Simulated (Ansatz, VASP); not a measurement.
# Ga2Sn2O3 in VASP and in Ansatz

Contents of INCAR:

```
SYSTEM = Ga2Sn2O3
  ALGO = Normal
  EDIFF = 1E-7
  EDIFFG = -0.01
  ENCUT = 600
  GGA = PE
  GGA_COMPAT = .False.
  IBRION = 2
  ISIF = 3
  ISMEAR = 0
  LASPH = .True.
  LCHARG = .False.
  LREAL = .False.
  LWAVE = .False.
  NELM = 120
  NELMIN = 4
  NSW = 100
  PREC = Accurate
  SIGMA = 0.1
```

File KPOINTS:

```
k-points
0
Gamma
  8 8 4
  0 0 0
```

POSCAR

```
Ga2Sn2O3
1.0
    3.9029004821      0.0000000000      0.0000000000
    0.0000000000      3.9029004821      0.0000000000
    0.0000000000      0.0000000000      9.1754823753
Ga Sn O
2 2 3
Direct
    0.0000000000      0.0000000000      0.5371030635
    0.5000000000      0.5000000000      0.9158668627
    0.5000000000      0.5000000000      0.3284904971
    0.0000000000      0.0000000000      0.8312739754
    0.5000000000      0.0000000000      0.4285874956
    0.0000000000      0.5000000000      0.4285874956
    0.5000000000      0.5000000000      0.1186353302
```

Input for Ansatz:

```yaml
crystal:
  lattice:
    - [3.9029004821, 0.0, 0.0]
    - [0.0, 3.9029004821, 0.0]
    - [0.0, 0.0, 9.1754823753]
  atoms:
    - { symbol: Ga, position: [0.0, 0.0, 0.5371030635] }
    - { symbol: Ga, position: [0.5, 0.5, 0.9158668627] }
    - { symbol: Sn, position: [0.5, 0.5, 0.3284904971] }
    - { symbol: Sn, position: [0.0, 0.0, 0.8312739754] }
    - { symbol: O, position: [0.5, 0.0, 0.4285874956] }
    - { symbol: O, position: [0.0, 0.5, 0.4285874956] }
    - { symbol: O, position: [0.5, 0.5, 0.1186353302] }
basis:
  ecutwfc: 420
kpoints:
  mp_grid: { grid: [8, 8, 4] }
hamiltonian:
  xc: pbe
scf:
  occupations: { method: gaussian, width: 0.1 }
output:
  forces: true
  stress: true
  eigenvalues: true
relax:
  adjacent_minimum: "off"
  f_tol: 0.01
  max_steps: 80
  cell: { stress_tol: 0.05 }
```

Alike in both runs: task relaxation of cell and atoms; functional PBE; k mesh 8 × 8 × 4; occupations gaussian, width 0.1 eV; no spin polarisation.

```csv
,VASP,Ansatz
version,VASP 6.6.1,Ansatz 0.2.0
potentials or method,"VASP PAW PBE potentials, release 64 (Ga_d, Sn_d, O), cutoff 600 eV","scalar-relativistic, plane waves, PAW"
valence electrons in the cell,72,72
```

|  | VASP | Ansatz | Ansatz less VASP |
| --- | --- | --- | --- |
| gap on the k mesh at the Fermi level, each at its own relaxed structure (eV) | none | none | - |
| relaxed volume (Å³/atom) | 19.97 | 19.96 | -0.010 |
| relaxed cell length with the largest relative difference (Å) | 3.925 | 3.923 | -0.0016 |

A gap of «none» marks a metal or a gap that the smearing closes.
